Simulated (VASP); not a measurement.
# KTaO3 in VASP: a series of runs

Runs on KTaO3. Level: PBEsol. Tasks: single point.

Everything below comes from runs of VASP 6.6.1. Logs are shortened: lines on timing, memory, paths and dates and some standing lists are left out, and cuts for length are marked.

## (1) The cell of the first run

The structure is cubic, space group Pm-3m (No. 221). Conventional cell: a = 3.986 Å, b = 3.986 Å, c = 3.986 Å, α = 90.00°, β = 90.00°, γ = 90.00°. K (site symmetry m-3m) has 12 O at 2.82 Å and 8 Ta at 3.45 Å within 3.7 Å. Within 2.6 Å of Ta (site symmetry m-3m) lie 6 O at 1.99 Å. O (site symmetry 4/mmm) has 2 Ta at 1.99 Å within 2.6 Å.

## (2) Single point, PBEsol

INCAR

```
  PREC = Accurate
  ENCUT = 520
  EDIFF = 1E-6
  ISMEAR = 0
  SIGMA = 0.02
  LREAL = False
  LASPH = True
  NELM = 100
  ALGO = Normal
  ISIF = 2
  LWAVE = False
  LCHARG = True
  GGA = PS
  LELF = True
  LVHAR = True
  NBANDS = 27
```

KPOINTS

```
Automatic mesh
0
Gamma
  8 8 8
```

POSCAR

```
KTaO3
1.0
    3.9856119718      0.0000000000      0.0000000000
    0.0000000000      3.9856119718      0.0000000000
    0.0000000000      0.0000000000      3.9856119718
K Ta O
1 1 3
Direct
    0.5000000000      0.5000000000      0.5000000000
    0.0000000000      0.0000000000      0.0000000000
    0.0000000000      0.5000000000      0.0000000000
    0.0000000000      0.0000000000      0.5000000000
    0.5000000000      0.0000000000      0.0000000000
```

Potentials or basis: VASP PAW PBE potentials, release 64 (K_sv, Ta_pv, O).

Command:

```sh
cat potpaw_PBE.64/K_sv/POTCAR potpaw_PBE.64/Ta_pv/POTCAR potpaw_PBE.64/O/POTCAR > POTCAR
mpirun -np 1 vasp_std > vasp.out
```

OUTCAR:

```text
PREC = Accurate
   ENCUT = 520
   EDIFF = 1E-6
   ISMEAR = 0
   LREAL = False
   LASPH = True
   NELM = 100
   ISIF = 2
   GGA = PS

 ion  position               nearest neighbor table
   1  0.500  0.500  0.500-   3 2.82   4 2.82   5 2.82   3 2.82   5 2.82   4 2.82   5 2.82   5 2.82
                             3 2.82   4 2.82   3 2.82   4 2.82   2 3.45   2 3.45   2 3.45   2 3.45
   2  0.000  0.000  0.000-   3 1.99   4 1.99   5 1.99   4 1.99   3 1.99   5 1.99   1 3.45   1 3.45
                             1 3.45   1 3.45   1 3.45   1 3.45   1 3.45   1 3.45
   3  0.000  0.500  0.000-   2 1.99   2 1.99   1 2.82   1 2.82   1 2.82   1 2.82
   4  0.000  0.000  0.500-   2 1.99   2 1.99   1 2.82   1 2.82   1 2.82   1 2.82
   5  0.500  0.000  0.000-   2 1.99   2 1.99   1 2.82   1 2.82   1 2.82   1 2.82

  LATTYP: Found a simple cubic cell.
 ALAT       =     3.9856119718

  Lattice vectors:

 A1 = (   3.9856119718,   0.0000000000,   0.0000000000)
 A2 = (   0.0000000000,   3.9856119718,   0.0000000000)
 A3 = (   0.0000000000,   0.0000000000,   3.9856119718)

Analysis of symmetry for initial positions (statically):
=====================================================================
 Subroutine PRICEL returns:
 Original cell was already a primitive cell.

 Routine SETGRP: Setting up the symmetry group for a
 simple cubic supercell.

 Subroutine GETGRP returns: Found 48 space group operations
[... 9 lines left out ...]

 Routine SETGRP: Setting up the symmetry group for a
 simple cubic supercell.

 Subroutine GETGRP returns: Found 48 space group operations
[... 11 lines left out ...]
                                     Primitive cell

  volume of cell :      63.3119

  direct lattice vectors                    reciprocal lattice vectors
     3.985611972  0.000000000  0.000000000     0.250902498  0.000000000  0.000000000
     0.000000000  3.985611972  0.000000000     0.000000000  0.250902498  0.000000000
     0.000000000  0.000000000  3.985611972     0.000000000  0.000000000  0.250902498

  length of vectors
     3.985611972  3.985611972  3.985611972     0.250902498  0.250902498  0.250902498

  position of ions in fractional coordinates (direct lattice)
     0.500000000  0.500000000  0.500000000
     0.000000000  0.000000000  0.000000000
     0.000000000  0.500000000  0.000000000
     0.000000000  0.000000000  0.500000000
     0.500000000  0.000000000  0.000000000

  ion indices of the primitive-cell ions
   primitive index   ion index
                 1           1
                 2           2
                 3           3
                 4           4
                 5           5

[... 74 lines left out ...]
   NSW    =      0    number of steps for IOM
   IBRION =     -1    ionic relax: 0-MD 1-quasi-New 2-CG
   NFREE  =      0    steps in history (QN), initial steepest desc. (CG)
   ISIF   =      2    stress and relaxation
   ISYM   =      2    0-nonsym 1-usesym 2-fastsym
   POTIM  = 0.5000    time-step for ionic-motion
   TEBEG  =    0.0;   TEEND  =   0.0 temperature during run
   PSTRESS=    0.0 pullay stress
   NELECT =      38.0000    total number of electrons
   NUPDOWN=      -1.0000    fix difference up-down
   EMIN   =  10.00;   EMAX   =-10.00  energy-range for DOS
   EFERMI =   0.00;   METHOD = LEGACY
   ISMEAR =     0;   SIGMA  =   0.02  broadening in eV -4-tet -1-fermi 0-gaus
   EFERMI_NEDOS =   21; number of points for ismear=-14 and -15
   IALGO  =     38    algorithm
   IMIX   =      4    mixing-type and parameters
     AMIX     =   0.40;   BMIX     =  1.00
     AMIX_MAG =   1.60;   BMIX_MAG =  1.00
  volume/ion in A,a.u.               =      12.66        85.45
  Fermi-wavevector in a.u.,A,eV,Ry     =   1.380939  2.609595 25.946191  1.906991
  Thomas-Fermi vector in A             =   2.505769
   LORBIT       =      0    0 simple, 1 ext, 2 COOP (PROOUT), +10 PAW based schemes
   GGA     = PS    functional components
   LHFCALC =     F    Hartree Fock is set to
   AEXX    =    0.0000 exact exchange contribution
   IVDW    =     0    specifies the selected vdW correction
   LEPSILON=     F    determine dielectric tensor
   LRPA    =     F    only Hartree local field effects (RPA)
 non-spin polarized calculation
 Gauss-broadening in eV      SIGMA  =   0.02
  energy-cutoff  :      520.00
  volume of cell :       63.31
 maximum number of plane-waves:      1743
 NGX is ok and might be reduce to    30
   NGX = 15   NGY = 15   NGZ = 15

 number of electron      37.9999976 magnetization

 Free energy of the ion-electron system (eV)
  ---------------------------------------------------
  ext. energy  EPLUGINS =         0.00000000
  ---------------------------------------------------
  free energy    TOTEN  =       -42.92063129 eV

  energy without entropy =      -42.92063129  energy(sigma->0) =      -42.92063129

 E-fermi :   1.7913     XC(G=0): -11.1501

 val. band max:        1.6768847776   @ k =   0.5000   0.5000   0.5000
 cond. band min:       3.7658083110   @ k =   0.0000   0.0000   0.0000
 fundamental gap:      2.0889235334
 Fermi energy:         1.7913483458

 k-point     1 :       0.0000    0.0000    0.0000
  band No.  band energies     occupation
      1     -32.3780      2.00000
      2     -32.3780      2.00000
      3     -32.3780      2.00000
      4     -25.4401      2.00000
      5     -15.8157      2.00000
      6     -15.0881      2.00000
[... 709 lines left out ...]
     26      12.3395      0.00000
     27      12.4079      0.00000

 [... further k-points ...]

------------------------ aborting loop because EDIFF is reached ----------------------------------------

  FORCE on cell =-STRESS in cart. coord.  units (eV):
  Direction    XX          YY          ZZ          XY          YZ          ZX
  --------------------------------------------------------------------------------------
  -------------------------------------------------------------------------------------
  Total        0.2736608      0.2736608      0.2736608     -0.0000000     -0.0000000      0.0000000
  in kB        6.9252916      6.9252916      6.9252916     -0.0000000     -0.0000000      0.0000000
  external PRESSURE =       6.9252916 kB  Pullay stress =       0.0000000 kB

 VOLUME and BASIS-vectors are now :
 -----------------------------------------------------------------------------
  energy-cutoff  :      520.00
  volume of cell :       63.31
      direct lattice vectors                 reciprocal lattice vectors
     3.985611972  0.000000000  0.000000000     0.250902498  0.000000000  0.000000000
     0.000000000  3.985611972  0.000000000     0.000000000  0.250902498  0.000000000
     0.000000000  0.000000000  3.985611972     0.000000000  0.000000000  0.250902498

 POSITION                                       TOTAL-FORCE (eV/Angst)
 -----------------------------------------------------------------------------------
      1.99281      1.99281      1.99281         0.000000      0.000000      0.000000
      0.00000      0.00000      0.00000         0.000000      0.000000      0.000000
      0.00000      1.99281      0.00000         0.000000      0.000000      0.000000
      0.00000      0.00000      1.99281         0.000000      0.000000      0.000000
      1.99281      0.00000      0.00000         0.000000      0.000000      0.000000
 -----------------------------------------------------------------------------------
    total drift:                                0.000000     -0.000000      0.000000

  FREE ENERGIE OF THE ION-ELECTRON SYSTEM (eV)
  ---------------------------------------------------
  free  energy   TOTEN  =       -42.9206312893 eV

  energy  without entropy=      -42.9206312893  energy(sigma->0) =      -42.92063129
```

stdout:

```text
POSCAR found type information on POSCAR K TaO
 POSCAR found :  3 types and       5 ions
 scaLAPACK will be used
 -----------------------------------------------------------------------------
|                                                                             |
|                                                                             |
|     You enforced a specific xc type in the INCAR file but a different       |
|     I HOPE YOU KNOW WHAT YOU ARE DOING!                                     |
|                                                                             |
 -----------------------------------------------------------------------------

 LDA part: xc-table for (Slater+PW92), standard interpolation
 POSCAR, INCAR and KPOINTS ok, starting setup
 FFT: planning ... GRIDC
 FFT: planning ... GRID_SOFT
 FFT: planning ... GRID
 WAVECAR not read
 entering main loop
```

Wall time 76 s (1 thread of Intel Xeon 8259CL, shared host); peak memory 0.21 GiB.

Results:

* Free energy: -42.9206 eV
* Pressure: 0.7 GPa
* Band gap on the k mesh: 2.09 eV, indirect (least direct gap 2.71 eV)

Caveat: the PAW data sets were made with another functional, which shifts forces and pressure a little; spin-orbit coupling is left out, which moves the levels of the heavy elements.

## (3) Single point, PBEsol (biaxial strain in the a-b plane: -4.5 %, then relaxed in part)

INCAR

```
PREC = Accurate ; ENCUT = 520
EDIFF = 1E-6 ; ISMEAR = 0
SIGMA = 0.02 ; LREAL = False
LASPH = True ; NELM = 60
ALGO = Normal ; ISIF = 2
LWAVE = False ; LCHARG = False
GGA = PS ; NBANDS = 27
```

KPOINTS is that of step 2.

POSCAR: that of step 2 with these lines changed.

```diff
@@ -2,5 +2,5 @@
 1.0
-    3.9856119718      0.0000000000      0.0000000000
-    0.0000000000      3.9856119718      0.0000000000
-    0.0000000000      0.0000000000      3.9856119718
+    3.8062594331      0.0000000000      0.0000000000
+    0.0000000000      3.8062594331      0.0000000000
+    0.0000000000      0.0000000000      4.0535977056
 K Ta O
```

Potentials or basis: VASP PAW PBE potentials, release 64 (K_sv, Ta_pv, O).

Command:

```sh
cat potpaw_PBE.64/K_sv/POTCAR potpaw_PBE.64/Ta_pv/POTCAR potpaw_PBE.64/O/POTCAR > POTCAR
mpirun -np 1 vasp_std > vasp.out
```

It took 2.5 min on 1 thread of Intel Xeon 8259CL, shared host; peak memory 0.24 GiB.

Results (log left out):

| Quantity | Value |
| --- | --- |
| Free energy | -42.4109 eV |
| Pressure | 21.0 GPa |
| Band gap on the k mesh | 2.16 eV, indirect (least direct gap 2.67 eV) |

Stress tensor (GPa, compression positive):
```
31.07  0.00  0.00
 0.00 31.07  0.00
 0.00  0.00  0.80
```

Levels at points of the mesh, in eV from the valence-band top:
```tsv
k point	band 17	band 18	band 19	band 20	band 21	band 22
(0.00, 0.00, 0.00)	-0.66	-0.51	-0.51	2.16	2.16	2.26
(0.50, 0.00, 0.00)	-1.66	-0.89	-0.74	2.40	5.78	5.78
(0.50, 0.50, 0.00)	-1.14	-1.14	-0.12	5.83	5.83	7.38
(0.00, 0.00, 0.50)	-1.90	-0.87	-0.87	2.40	4.90	4.90
(0.50, 0.00, 0.50)	-1.80	-1.45	-0.10	4.96	5.80	6.79
(0.50, 0.50, 0.50)	-0.09	0.00	0.00	7.00	7.00	7.56
```

Caveat: the cell differs from its parent crystal (biaxial strain in the a-b plane: -4.5 %, then relaxed in part); the PAW data sets were made with another functional, which shifts forces and pressure a little; spin-orbit coupling is left out, which moves the levels of the heavy elements. A k mesh can miss the band edges.
